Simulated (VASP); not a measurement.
Input of a VASP 6.6.1 run:

File INCAR:

```
SYSTEM = Ni3Pt
ALGO = Normal
EDIFF = 1E-7
ENCUT = 520
GGA = CA
ISIF = 2
ISMEAR = -1
LASPH = .True.
LCHARG = .False.
LREAL = .False.
LWAVE = .False.
NBANDS = 28
NELM = 100
PREC = Accurate
SIGMA = 0.05
```

File KPOINTS:

```
k-points
0
Gamma
  9 9 9
  0 0 0
```

POSCAR

```
Ni3Pt
1.0
    3.3925588581      0.0000000000      0.0000000000
    0.0000000000      3.3925588581      0.0000000000
    0.0000000000      0.0000000000      3.3925588581
Ni Pt
3 1
Direct
    0.5000000000      0.0000000000      0.5000000000
    0.0000000000      0.5000000000      0.5000000000
    0.5000000000      0.5000000000      0.0000000000
    0.0000000000      0.0000000000      0.0000000000
```

Potentials or basis: VASP PAW LDA potentials, release 64 (Ni, Pt).

Launch:

```sh
$ cat potpaw_LDA.64/Ni/POTCAR potpaw_LDA.64/Pt/POTCAR > POTCAR
$ mpirun -np 1 vasp_std > vasp.out
```

Problem. What does it give for the pressure?

Solution. 54.5 GPa.

Problem. What does it give for the band gap on the k mesh?

Solution. Zero (band 20 reaches 13.95 eV, above the bottom of band 21 at 12.91 eV).

Caveat: spin-orbit coupling is left out, which moves the levels of the heavy elements. Spin polarisation is off, so any magnetic state and its effect on volume and gap are missing.
